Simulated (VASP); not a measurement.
# Zr (Fm-3m) in VASP: a series of runs, part 2 of 2

VASP 6.6.1. Earlier steps stand in the parts before.

### 3 Single point, PBE, collinear spin (25.89 Å³/atom)

This run uses another cell than the first one, of 25.89 Å³/atom.

Input file INCAR:

```
SYSTEM = Zr
PREC     = Accurate       ! precision mode
ENCUT    = 520            ! plane-wave cutoff, eV
EDIFF    = 1E-7           ! SCF threshold, eV
ISMEAR   = -1             ! smearing method
SIGMA    = 0.05           ! smearing width, eV
LREAL    = .FALSE.        ! projectors in reciprocal space
LASPH    = .TRUE.         ! aspherical terms in the spheres
NELM     = 150            ! most SCF steps
ALGO     = Normal         ! electronic algorithm
ISIF     = 2              ! what is computed and relaxed
LWAVE    = .FALSE.        ! write WAVECAR
LCHARG   = .FALSE.        ! write CHGCAR
ISPIN    = 2              ! spin polarisation
MAGMOM   = 1              ! initial moments
LORBIT   = 11             ! projections on sites
LMAXMIX  = 4              ! l up to which the mixer works
GGA      = PE             ! functional
NBANDS   = 16             ! bands
```

Input file KPOINTS:

```
Automatic mesh
0
G
  14 14 14
  0 0 0
```

Input file POSCAR:

```
Zr
1.0
    0.0000000000      2.3479721338      2.3479721338
    2.3479721338      0.0000000000      2.3479721338
    2.3479721338      2.3479721338      0.0000000000
Zr
1
Direct
    0.0000000000      0.0000000000      0.0000000000
```

Potentials or basis: VASP PAW PBE potentials, release 64 (Zr_sv).

The run is started by

```console
$ cat potpaw_PBE.64/Zr_sv/POTCAR > POTCAR
$ mpirun -np 1 vasp_std > vasp.out
```

OUTCAR:

```text
SYSTEM = Zr
   PREC = Accurate
   ENCUT = 520
   EDIFF = 1E-7
   ISMEAR = -1
   LREAL = .FALSE.
   LASPH = .TRUE.
   NELM = 150
   ISIF = 2
   ISPIN = 2
   LORBIT = 11
   GGA = PE

 ion  position               nearest neighbor table
   1  0.000  0.000  0.000-

  LATTYP: Found a face centered cubic cell.
 ALAT       =     4.6959442676

  Lattice vectors:

 A1 = (   0.0000000000,   2.3479721338,   2.3479721338)
 A2 = (   2.3479721338,   0.0000000000,   2.3479721338)
 A3 = (   2.3479721338,   2.3479721338,   0.0000000000)

Analysis of symmetry for initial positions (statically):
=====================================================================
 Subroutine PRICEL returns:
 Original cell was already a primitive cell.

 Routine SETGRP: Setting up the symmetry group for a
 face centered cubic supercell.

 Subroutine GETGRP returns: Found 48 space group operations
 (whereof 48 operations were pure point group operations)
 out of a pool of 48 trial point group operations.

The static configuration has the point symmetry O_h .

Analysis of symmetry for dynamics (positions and initial velocities):
=====================================================================
 Subroutine PRICEL returns:
 Original cell was already a primitive cell.

 Routine SETGRP: Setting up the symmetry group for a
 face centered cubic supercell.

 Subroutine GETGRP returns: Found 48 space group operations
 (whereof 48 operations were pure point group operations)
 out of a pool of 48 trial point group operations.

The dynamic configuration has the point symmetry O_h .

Analysis of structural, dynamic, and magnetic symmetry:
=====================================================================
 Subroutine PRICEL returns:
 Original cell was already a primitive cell.

 Routine SETGRP: Setting up the symmetry group for a
 face centered cubic supercell.

 Subroutine GETGRP returns: Found 48 space group operations
 (whereof 48 operations were pure point group operations)
 out of a pool of 48 trial point group operations.

The overall configuration has the point symmetry O_h .

 Subroutine INISYM returns: Found 48 space group operations
 (whereof 48 operations are pure point group operations),
 and found     1 'primitive' translations

----------------------------------------------------------------------------------------

                                     Primitive cell

  volume of cell :      25.8886

  direct lattice vectors                    reciprocal lattice vectors
     0.000000000  2.347972134  2.347972134    -0.212949716  0.212949716  0.212949716
     2.347972134  0.000000000  2.347972134     0.212949716 -0.212949716  0.212949716
     2.347972134  2.347972134  0.000000000     0.212949716  0.212949716 -0.212949716

  length of vectors
     3.320534036  3.320534036  3.320534036     0.368839728  0.368839728  0.368839728

  position of ions in fractional coordinates (direct lattice)
     0.000000000  0.000000000  0.000000000

  ion indices of the primitive-cell ions
   primitive index   ion index
                 1           1

----------------------------------------------------------------------------------------

 KPOINTS: Automatic mesh

Automatic generation of k-mesh.
[... 54 lines left out ...]
   NGX,Y,Z   is equivalent  to a cutoff of  14.02, 14.02, 14.02 a.u.
   NGXF,Y,Z  is equivalent  to a cutoff of  28.04, 28.04, 28.04 a.u.
 SYSTEM =  Zr
   PREC   = accura    normal or accurate (medium, high low for compatibility)
   ISTART =      0    job   : 0-new  1-cont  2-samecut
   ICHARG =      2    charge: 1-file 2-atom 10-const
   ISPIN  =      2    spin polarized calculation?
   LNONCOLLINEAR =      F non collinear calculations
   LSORBIT =      F    spin-orbit coupling
   LASPH  =      T    aspherical Exc in radial PAW
   ENCUT  =  520.0 eV  38.22 Ry    6.18 a.u.   6.17  6.17  6.17*2*pi/ulx,y,z
   NELM   =    150;   NELMIN=  2; NELMDL= -5     # of ELM steps
   EDIFF  = 0.1E-06   stopping-criterion for ELM
   LREAL  =      F    real-space projection
   EDIFFG = 0.1E-05   stopping-criterion for IOM
   NSW    =      0    number of steps for IOM
   IBRION =     -1    ionic relax: 0-MD 1-quasi-New 2-CG
   NFREE  =      0    steps in history (QN), initial steepest desc. (CG)
   ISIF   =      2    stress and relaxation
   ISYM   =      2    0-nonsym 1-usesym 2-fastsym
   POTIM  = 0.5000    time-step for ionic-motion
   TEBEG  =    0.0;   TEEND  =   0.0 temperature during run
   PSTRESS=    0.0 pullay stress
   NELECT =      12.0000    total number of electrons
   NUPDOWN=      -1.0000    fix difference up-down
   EMIN   =  10.00;   EMAX   =-10.00  energy-range for DOS
   EFERMI =   0.00;   METHOD = LEGACY
   ISMEAR =    -1;   SIGMA  =   0.05  broadening in eV -4-tet -1-fermi 0-gaus
   EFERMI_NEDOS =   21; number of points for ismear=-14 and -15
   IALGO  =     38    algorithm
   IMIX   =      4    mixing-type and parameters
     AMIX     =   0.40;   BMIX     =  1.00
     AMIX_MAG =   1.60;   BMIX_MAG =  1.00
  volume/ion in A,a.u.               =      25.89       174.70
  Fermi-wavevector in a.u.,A,eV,Ry     =   1.266968  2.394222 21.840179  1.605208
  Thomas-Fermi vector in A             =   2.400141
   LORBIT       =     11    0 simple, 1 ext, 2 COOP (PROOUT), +10 PAW based schemes
   GGA     = PE    functional components
   LHFCALC =     F    Hartree Fock is set to
   AEXX    =    0.0000 exact exchange contribution
   IVDW    =     0    specifies the selected vdW correction
   LEPSILON=     F    determine dielectric tensor
   LRPA    =     F    only Hartree local field effects (RPA)
 spin polarized calculation
  energy-cutoff  :      520.00
  volume of cell :       25.89
 maximum number of plane-waves:       725
 NGX is ok and might be reduce to    28
   NGX = 13   NGY = 13   NGZ = 13

 number of electron      12.0000000 magnetization       0.0225338

 number of electron      12.0000000 magnetization      -0.0000292

 Free energy of the ion-electron system (eV)
  ---------------------------------------------------
  ext. energy  EPLUGINS =         0.00000000
  ---------------------------------------------------
  free energy    TOTEN  =        -8.41301765 eV

  energy without entropy =       -8.39718473  energy(sigma->0) =       -8.40510119

 E-fermi :   7.7393     XC(G=0): -10.6109

 val. band max:        7.7387512899   @ k =   0.5000   0.1429   0.0714
 cond. band min:       7.7430946014   @ k =  -0.2143   0.0714   0.0000
 fundamental gap:      0.0043433114
 Fermi energy:         7.7392951760

 spin component 1

 k-point     1 :       0.0000    0.0000    0.0000
  band No.  band energies     occupation
      1     -41.1827      1.00000
      2     -18.8204      1.00000
      3     -18.8204      1.00000
      4     -18.8204      1.00000
      5       2.4117      1.00000
      6       8.6886      0.00000
[... 435 lines left out ...]
      5       4.2435      1.00000
      6       7.3986      0.99890
[... 8 lines left out ...]
     15      26.2297      0.00000
     16      26.3326      0.00000

 [... further k-points ...]

 spin component 2

 k-point     1 :       0.0000    0.0000    0.0000
  band No.  band energies     occupation
      1     -41.1826      1.00000
      2     -18.8204      1.00000
      3     -18.8204      1.00000
      4     -18.8204      1.00000
      5       2.4117      1.00000
      6       8.6886      0.00000
[... 435 lines left out ...]
      5       4.2435      1.00000
      6       7.3986      0.99890
[... 8 lines left out ...]
     15      26.2296      0.00000
     16      26.3326      0.00000

 [... further k-points ...]

------------------------ aborting loop because EDIFF is reached ----------------------------------------

  FORCE on cell =-STRESS in cart. coord.  units (eV):
  Direction    XX          YY          ZZ          XY          YZ          ZX
  --------------------------------------------------------------------------------------
  -------------------------------------------------------------------------------------
  Total       -1.3324242     -1.3324242     -1.3324242     -0.0000000      0.0000000     -0.0000000
  in kB      -82.4601829    -82.4601829    -82.4601829     -0.0000000      0.0000000     -0.0000000
  external PRESSURE =     -82.4601829 kB  Pullay stress =       0.0000000 kB

 VOLUME and BASIS-vectors are now :
 -----------------------------------------------------------------------------
  energy-cutoff  :      520.00
  volume of cell :       25.89
      direct lattice vectors                 reciprocal lattice vectors
     0.000000000  2.347972134  2.347972134    -0.212949716  0.212949716  0.212949716
     2.347972134  0.000000000  2.347972134     0.212949716 -0.212949716  0.212949716
     2.347972134  2.347972134  0.000000000     0.212949716  0.212949716 -0.212949716

 POSITION                                       TOTAL-FORCE (eV/Angst)
 -----------------------------------------------------------------------------------
      0.00000      0.00000      0.00000         0.000000      0.000000      0.000000
 -----------------------------------------------------------------------------------
    total drift:                               -0.000000     -0.000000     -0.000000

  FREE ENERGIE OF THE ION-ELECTRON SYSTEM (eV)
  ---------------------------------------------------
  free  energy   TOTEN  =        -8.4130176472 eV

  energy  without entropy=       -8.3971847316  energy(sigma->0) =       -8.40510119

 total charge

# of ion       s       p       d       tot
------------------------------------------
    1        2.213   5.953   1.541   9.707

 magnetization (x)

# of ion       s       p       d       tot
------------------------------------------
    1       -0.000  -0.000  -0.000  -0.000
```

Run time: 1.9 min. Hardware: 1 thread of Intel Xeon 8259CL, shared host; peak memory 0.21 GiB.

Results:

```yaml
Free_energy: -8.4130 eV
Pressure: -8.2 GPa
Band_gap_on_the_k_mesh: zero (filled and empty bands overlap)
Net_moment: 0.00 μB per cell
Valence_electrons_inside_the_program's_atomic_spheres: Zr 9.71
```

Caveat: the cell stands under tension.
